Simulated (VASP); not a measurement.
Set up this calculation in VASP 6.6.1, as the native input.

```yaml
Task: single point
Functional: PBE
Potentials_or_basis: VASP PAW PBE potentials, release 64 (Pb_d, S)
Cutoff: 520 eV
k_mesh: 14 × 14 × 14
Occupations: fermi-dirac, width 0.1 eV
Spin: no spin polarisation
Dipole_correction: no
Further_INCAR_settings: ALGO = Normal; EDIFF = 1e-07; NBANDS = 17
```

The structure of PbS (rocksalt type) lies in POSCAR:

```
PbS
1.0
    0.0000000000      2.9428913400      2.9428913400
    2.9428913400      0.0000000000      2.9428913400
    2.9428913400      2.9428913400      0.0000000000
Pb S
1 1
Direct
    0.0000000000      0.0000000000      0.0000000000
    0.5000000000      0.5000000000      0.5000000000
```

This cell differs from its parent crystal: volume scaled by 0.94.

The input as run:

INCAR

```
  PREC = Accurate
  ENCUT = 520
  EDIFF = 1E-7
  ISMEAR = -1
  SIGMA = 0.1
  LREAL = F
  LASPH = T
  NELM = 60
  ALGO = Normal
  ISIF = 2
  LWAVE = F
  LCHARG = F
  GGA = PE
  NBANDS = 17
```

KPOINTS

```
regular mesh
0
Gamma
  14 14 14
```

Potentials or basis: VASP PAW PBE potentials, release 64 (Pb_d, S).

The run is started by

```bash
$ cat potpaw_PBE.64/Pb_d/POTCAR potpaw_PBE.64/S/POTCAR > POTCAR
$ mpirun -np 1 vasp_std > vasp.out
```

It gave:

```yaml
Pressure: 3.7 GPa
Band_gap_on_the_k_mesh: 0.28 eV, direct
```

Caveat: spin-orbit coupling is left out, which moves the levels of the heavy elements.

Wall time 26 s on 1 thread of Intel(R) Xeon(R) 6975P-C (Granite Rapids), on a shared host, peak memory 0.23 GiB.
